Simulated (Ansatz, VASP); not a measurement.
# AlN: VASP beside Ansatz

INCAR

```
  PREC = Accurate
  ENCUT = 520
  EDIFF = 1E-6
  ISMEAR = 0
  SIGMA = 0.05
  LREAL = F
  LASPH = T
  NELM = 60
  ALGO = Normal
  ISIF = 2
  LWAVE = F
  LCHARG = T
  GGA = PS
  LELF = T
  LVHAR = T
  NBANDS = 16
```

The input KPOINTS:

```
regular mesh
0
Gamma
  9 9 6
```

POSCAR

```
AlN
1.0
    3.3807000000      0.0000000000      0.0000000000
   -1.6903500000      2.9277720826      0.0000000000
    0.0000000000      0.0000000000      4.0986000000
Al N
2 2
Direct
    0.3333333333      0.6666666667      0.7500000000
    0.6666666667      0.3333333333      0.2500000000
    0.3333333333      0.6666666667      0.2500000000
    0.6666666667      0.3333333333      0.7500000000
```

Input for Ansatz:

```yaml
crystal:
  lattice:
    - [3.3807, 0.0, 0.0]
    - [-1.69035, 2.9277720826, 0.0]
    - [0.0, 0.0, 4.0986]
  atoms:
    - { symbol: Al, position: [0.3333333333, 0.6666666667, 0.75] }
    - { symbol: Al, position: [0.6666666667, 0.3333333333, 0.25] }
    - { symbol: "N", position: [0.3333333333, 0.6666666667, 0.25] }
    - { symbol: "N", position: [0.6666666667, 0.3333333333, 0.75] }
basis:
  ecutwfc: 520.0
kpoints:
  mp_grid: { grid: [9, 9, 6] }
hamiltonian:
  xc: pbesol
  pseudopotentials: { kind: paw, azcp: { folder: soft_1 } }
scf:
  occupations: { method: gaussian, width: 0.05 }
output:
  forces: true
  stress: true
  eigenvalues: true
```

Alike in both runs: task single point; functional PBEsol; k mesh 9 × 9 × 6; occupations gaussian, width 0.05 eV; no spin polarisation.

```csv
,VASP,Ansatz
version,VASP 6.6.1,Ansatz 0.2.0
potentials or method,"VASP PAW PBE potentials, release 64 (Al, N), cutoff 520 eV","scalar-relativistic, plane waves, PAW"
valence electrons in the cell,16,16
```

```tsv
	VASP	Ansatz	Ansatz less VASP
gap on the k mesh at the Fermi level (eV)	3.17	3.16	-0.011
least direct gap on the mesh (eV)	3.17	3.16	-0.011
pressure (GPa)	-7.8	-7.8	+0.02
traceless stress, the component that is largest in VASP (GPa)	4.59	4.55	-0.044
```

VASP's potentials were made for PBE, not for PBEsol, and Ansatz warns of the same on its side. With one functional, cell and mesh, what is left measures potentials, basis and numerics.
